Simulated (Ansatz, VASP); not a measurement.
**BeSe: VASP beside Ansatz**

```xyz
2
Lattice="0.0000 2.5885 2.5885 2.5885 0.0000 2.5885 2.5885 2.5885 0.0000" Properties=species:S:1:pos:R:3 pbc="T T T"
Be    0.0000    0.0000    0.0000
Se    1.2943    1.2943    1.2943
```

Alike in both runs: functional PBE; k mesh 14 × 14 × 14; occupations fermi-dirac, width 0.05 eV; no spin polarisation.

Ansatz relaxed the structure, and its values are those at the end. VASP's run is a single point on that final structure, the one shown.

|  | VASP | Ansatz |
| --- | --- | --- |
| version | VASP 6.6.1 | Ansatz 0.2.0 |
| potentials or method | VASP PAW PBE potentials, release 64 (Be, Se) | PAW with Ansatz's default frozen-core files, scalar-relativistic |
| plane-wave cutoff (eV) | 600 | 420 |
| valence electrons in the cell | 8 | 18 |

|  | VASP | Ansatz | Ansatz less VASP |
| --- | --- | --- | --- |
| pressure (GPa) | 0.2 | 0.0 | -0.18 |

VASP's potentials hold 8 valence electrons a cell and Ansatz's 18, so a difference there can come from the potentials and not from the codes.
